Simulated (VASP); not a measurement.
CdSe:

```xyz
2
Lattice="0.0000 3.0288 3.0288 3.0288 0.0000 3.0288 3.0288 3.0288 0.0000" Properties=species:S:1:pos:R:3 pbc="T T T"
Cd    0.0000    0.0000    0.0000
Se    1.5144    1.5144    1.5144
```

Base run:

| Quantity | Value |
| --- | --- |
| Program | VASP 6.6.1 |
| Functional | RPBE |
| Potentials or basis | VASP PAW PBE potentials, release 64 (Cd, Se) |
| Cutoff | 520 eV |
| k mesh | 8 × 8 × 8 |
| Occupations | fermi-dirac, width 0.05 eV |
| Spin | no spin polarisation |

Its results: band gap on the k mesh 0.81 eV, direct; pressure 5.9 GPa.

**Question.** After a change of settings the same cell gave: band gap on the k mesh 0.63 eV, direct; pressure 1.8 GPa. Which change was it?
A. functional from RPBE to PBE; dispersion from none to D3(BJ)
B. functional from RPBE to BLYP
C. functional from RPBE to r2SCAN; dispersion from none to rVV10

**Answer.** A.

Caveats: the PAW data sets were made with another functional, which shifts forces and pressure a little (some runs).
